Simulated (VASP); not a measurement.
Rb: single point with PBEsol

Rb:

```
Rb
1.0
    -2.76237    2.76237    2.76237
     2.76237   -2.76237    2.76237
     2.76237    2.76237   -2.76237
Rb
1
Direct
  0.00000 0.00000 0.00000
```

This cell differs from its parent crystal: strained.

* Program: VASP 6.6.1
* Task: single point
* Functional: PBEsol
* Potentials or basis: VASP PAW PBE potentials, release 64 (Rb_sv)
* Cutoff: 520 eV
* k mesh: 10 × 10 × 10
* Occupations: gaussian, width 0.1 eV
* Spin: no spin polarisation
* Dipole correction: no
* Further INCAR settings: ALGO = Normal; EDIFF = 1e-07; NBANDS = 10

* Pressure: 0.1 GPa

Levels at points of the mesh, in eV from the Fermi level:
```csv
k point,band 2,band 3,band 4,band 5,band 6,band 7,band 8,band 9
"(0.00, 0.00, 0.00)",-12.86,-12.86,-12.86,-2.08,3.75,3.75,3.75,4.75
"(0.50, 0.00, 0.00)",-12.98,-12.90,-12.86,0.21,0.84,2.59,4.42,5.37
"(0.50, 0.50, 0.50)",-12.95,-12.95,-12.95,1.21,1.21,3.44,3.44,3.44
```

It took 16 s on 1 thread of Intel(R) Xeon(R) 6975P-C (Granite Rapids) (shared host), peak memory 0.2 GiB.

Caveat: the cell differs from its parent crystal (strained); the PAW data sets were made with another functional, which shifts forces and pressure a little.
